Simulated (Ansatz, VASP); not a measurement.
BeTe in VASP and in Ansatz

```
Be Te
1.0
     0.00000    2.77000    2.77000
     2.77000    0.00000    2.77000
     2.77000    2.77000    0.00000
Be Te
1 1
Direct
  0.00000 0.00000 0.00000
  0.25000 0.25000 0.25000
```

Alike in both runs: task relaxation of cell and atoms; functional PBE; dispersion D3(BJ); k mesh 6 × 6 × 6; no spin polarisation.

|  | VASP | Ansatz |
| --- | --- | --- |
| version | VASP 6.6.1 | Ansatz 0.2.0 |
| potentials or method | VASP PAW PBE potentials, release 64 (Be, Te), cutoff 600 eV | plane waves, PAW |
| occupations | methfessel-paxton of order 1, width 0.1 eV | cold |
| valence electrons in the cell | 8 | 18 |

```csv
,VASP,Ansatz,Ansatz less VASP
relaxed volume (Å³/atom),21.80,21.75,-0.051
relaxed cell length with the largest relative difference (Å),3.951,3.948,-0.0031
```

VASP's potentials hold 8 valence electrons a cell and Ansatz's 18, so a difference there can come from the potentials and not from the codes.

Spin-orbit coupling is off throughout.
